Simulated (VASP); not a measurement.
The system is Ir.

```
Ir
1.0
     0.00000    1.95317    1.95317
     1.95317    0.00000    1.95317
     1.95317    1.95317    0.00000
Ir
1
Cartesian
  0.0000 0.0000 0.0000
```

Base run:

```yaml
Program: VASP 6.6.1
Functional: r2SCAN
Potentials_or_basis: VASP PAW PBE potentials, release 64 (Ir)
Cutoff: 520 eV
k_mesh: 12 × 12 × 12
Occupations: fermi-dirac, width 0.05 eV
Spin: no spin polarisation
```

Its results: pressure -14.5 GPa.

**Question.** The run is repeated on the same cell with these changes: potentials or basis from VASP PAW PBE potentials, release 64 (Ir) to VASP PAW PBE potentials, release 64 (Ir_sv_GW); cutoff from 520 eV to 550 eV; further incar settings from ALGO = Normal; EDIFF = 1e-06; NBANDS = 10 to ALGO = Normal; EDIFF = 1e-06; NBANDS = 14; valence electrons from 9 to 17. What comes out?

**Answer.** Pressure -18.5 GPa.

Caveats: the PAW data sets were made with another functional, which shifts forces and pressure a little.
